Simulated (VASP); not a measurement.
Set up this calculation in VASP 6.6.1, as the native input.

```yaml
Task: single point
Functional: LDA
Potentials_or_basis: VASP PAW LDA potentials, release 64 (Mg, S)
Cutoff: 520 eV
k_mesh: 8 × 8 × 8
Occupations: fermi-dirac, width 0.01 eV
Spin: no spin polarisation
Dipole_correction: no
Further_INCAR_settings: ALGO = Normal; EDIFF = 1e-06; NBANDS = 11
```

The structure of MgS lies in POSCAR:

```
MgS
1.0
    0.0000000000      2.6526756994      2.6526756994
    2.6526756994      0.0000000000      2.6526756994
    2.6526756994      2.6526756994      0.0000000000
Mg S
1 1
Direct
    0.0000000000      0.0000000000      0.0000000000
    0.5000000000      0.5000000000      0.5000000000
```

This cell differs from its parent crystal: volume scaled by 1.06.

These files were run (other wordings do the same):

INCAR

```
SYSTEM = MgS
  PREC = Accurate
  ENCUT = 520
  EDIFF = 1E-6
  ISMEAR = -1
  SIGMA = 0.01
  LREAL = .FALSE.
  LASPH = .TRUE.
  NELM = 60
  ALGO = Normal
  ISIF = 2
  LWAVE = .FALSE.
  LCHARG = .TRUE.
  GGA = CA
  LELF = .TRUE.
  LVHAR = .TRUE.
  NBANDS = 11
```

KPOINTS

```
regular mesh
0
G
  8 8 8
  0 0 0
```

Potentials or basis: VASP PAW LDA potentials, release 64 (Mg, S).

Command:

```bash
$ cat potpaw_LDA.64/Mg/POTCAR potpaw_LDA.64/S/POTCAR > POTCAR
$ mpirun -np 1 vasp_std > vasp.out
```

Results of the run:

| Quantity | Value |
| --- | --- |
| Pressure | -7.4 GPa |
| Band gap on the k mesh | 2.43 eV, indirect (least direct gap 3.05 eV) |

Run time: 23 s on 1 thread of Intel Xeon 8259CL, with other jobs on the host, peak memory 0.14 GiB.
